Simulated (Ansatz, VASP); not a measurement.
## One calculation of CuF, two programs

The input POSCAR:

```
CuF
1.0
    2.7384616677      0.0000000000      0.0000000000
    0.0000000000      2.7384616677      0.0000000000
    0.0000000000      0.0000000000      2.7384616677
Cu F
1 1
Direct
    0.0000000000      0.0000000000      0.0000000000
    0.5000000000      0.5000000000      0.5000000000
```

File INCAR.step1:

```
PREC = Accurate
ENCUT = 520
ISMEAR = -1
SIGMA = 0.02
LREAL = False
LASPH = True
NELM = 80
NBANDS = 16
GGA = PE
ALGO = Normal
EDIFF = 1E-4
LWAVE = True
LCHARG = False
```

INCAR.step2

```
PREC = Accurate
ENCUT = 520
EDIFF = 1E-6
ISMEAR = -1
SIGMA = 0.02
LREAL = False
LASPH = True
NELM = 80
ALGO = Normal
ISIF = 2
LWAVE = False
LCHARG = True
METAGGA = R2SCAN
LMIXTAU = True
LELF = True
LVHAR = True
NBANDS = 16
ISTART = 1
```

File KPOINTS:

```
regular mesh
0
Gamma
  10 10 10
```

Input for Ansatz:

```yaml
crystal:
  lattice:
    - [2.7384616677, 0.0, 0.0]
    - [0.0, 2.7384616677, 0.0]
    - [0.0, 0.0, 2.7384616677]
  atoms:
    - { symbol: Cu, position: [0.0, 0.0, 0.0] }
    - { symbol: F, position: [0.5, 0.5, 0.5] }
kpoints:
  mp_grid: { grid: [10, 10, 10] }
  band_path:
    path: [[0.0, 0.0, 0.0], [0.0, 0.5, 0.0], [0.5, 0.5, 0.0], [0.5, 0.5, 0.5]]
    npoints: 1
hamiltonian:
  xc: r2scan
scf:
  occupations: { method: fermi_dirac, width: 0.02 }
  n_extra_bands: 4
output:
  forces: true
  stress: true
  eigenvalues: true
```

Alike in both runs: task single point; functional r2SCAN; k mesh 10 × 10 × 10; occupations fermi-dirac, width 0.02 eV; no spin polarisation.

|  | VASP | Ansatz |
| --- | --- | --- |
| version | VASP 6.6.1 | Ansatz 0.2.0 |
| potentials or method | VASP PAW PBE potentials, release 64 (Cu, F) | plane waves, PAW |
| plane-wave cutoff (eV) | 520 | 500 |
| valence electrons in the cell | 18 | 26 |

```csv
,VASP,Ansatz,Ansatz less VASP
pressure (GPa),-0.1,0.0,+0.13
```

VASP's potentials were made for PBE, not for r2SCAN. With one functional, cell and mesh, what is left measures potentials, basis and numerics. VASP's potentials hold 18 valence electrons a cell and Ansatz's 26, so a difference there can come from the potentials and not from the codes.
